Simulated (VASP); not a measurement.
Write the native input for VASP 6.6.1 that does the following.

```
Task                   : relaxation of cell and atoms
Functional             : PBEsol
Potentials or basis    : VASP PAW PBE potentials, release 64 (Ni, Si)
Cutoff                 : 600 eV
k mesh                 : 11 × 11 × 11
Occupations            : fermi-dirac, width 0.05 eV
Spin                   : no spin polarisation
Dipole correction      : no
Further INCAR settings : ALGO = Normal; EDIFF = 1e-06; IBRION = 2; EDIFFG = -0.005; NSW = 60; ISIF = 3
```

The structure of Si2Ni (fluorite type) lies in POSCAR:

```
Si2Ni
1.0
    0.0000000000      2.6586821493      2.6586821493
    2.6586821493      0.0000000000      2.6586821493
    2.6586821493      2.6586821493      0.0000000000
Ni Si
1 2
Direct
    0.0000000000      0.0000000000      0.0000000000
    0.2500000000      0.2500000000      0.2500000000
    0.7500000000      0.7500000000      0.7500000000
```

These files were run (other wordings do the same):

INCAR

```
PREC = Accurate
ENCUT = 600
EDIFF = 1E-6
ISMEAR = -1
SIGMA = 0.05
LREAL = False
LASPH = True
NELM = 60
ALGO = Normal
ISIF = 3
LWAVE = False
LCHARG = False
GGA = PS
IBRION = 2
NSW = 60
EDIFFG = -0.005
```

KPOINTS

```
regular mesh
0
Gamma
  11 11 11
```

Potentials or basis: VASP PAW PBE potentials, release 64 (Ni, Si).

Run with:

```sh
$ cat potpaw_PBE.64/Ni/POTCAR potpaw_PBE.64/Si/POTCAR > POTCAR
$ mpirun -np 1 vasp_std > vasp.out
```

Results of the run:

```yaml
Relaxed_volume: 13.06 Å³/atom
Relaxed_cell: a = 3.813 Å, b = 3.813 Å, c = 3.813 Å, α = 60.00°, β = 60.00°, γ = 60.00°
Space_group_after_relaxing_to_0.05_Å: Fm-3m (No. 225)
Energy_gained_by_relaxing: 11.5 meV/atom
Ionic_steps: 3
Pressure_after_relaxing: 0.0 GPa
Band_gap_on_the_k_mesh: zero (band 9 reaches 12.20 eV, above the bottom of band 10 at 10.07 eV)
```

Caveat: the PAW data sets were made with another functional, which shifts forces and pressure a little.

It took 2.4 min on 1 thread of Intel Xeon 8259CL, with other jobs on the host, peak memory 0.2 GiB.
